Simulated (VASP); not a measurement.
C, 2 atoms in the cell. The structure is cubic, space group Fd-3m (No. 227). Conventional cell: a = 4.120 Å, b = 4.120 Å, c = 4.120 Å, α = 90.00°, β = 90.00°, γ = 90.00°. C (site symmetry -43m) has 4 C at 1.78 Å within 2.4 Å. 

| Quantity | Value |
| --- | --- |
| Program | VASP 6.6.1 |
| Task | relaxation of cell and atoms |
| Functional | LDA |
| Potentials or basis | VASP PAW LDA potentials, release 64 (C) |
| Cutoff | 600 eV |
| k mesh | 10 × 10 × 10 |
| Occupations | methfessel-paxton, width 0.05 eV |
| Spin | no spin polarisation |
| Target pressure | 20 GPa |
| Dipole correction | no |
| Further INCAR settings | ALGO = Normal; EDIFF = 1e-07; IBRION = 2; EDIFFG = -0.03; NSW = 80; ISIF = 3 |

Potentials or basis: VASP PAW LDA potentials, release 64 (C).

Command:

```console
$ cat potpaw_LDA.64/C/POTCAR > POTCAR
$ mpirun -np 1 vasp_std > vasp.out
```

Hardware: 1 thread of Intel(R) Xeon(R) Platinum 8259CL CPU @ 2.50GHz (Skylake/Cascade Lake), on a shared host.

Q: How long does it take, and how much memory?

A: Wall time 14 s on 1 thread of Intel(R) Xeon(R) Platinum 8259CL CPU @ 2.50GHz (Skylake/Cascade Lake), on a shared host, peak memory 0.12 GiB. Counts: scf iterations 39, k points 47, ion steps 5.
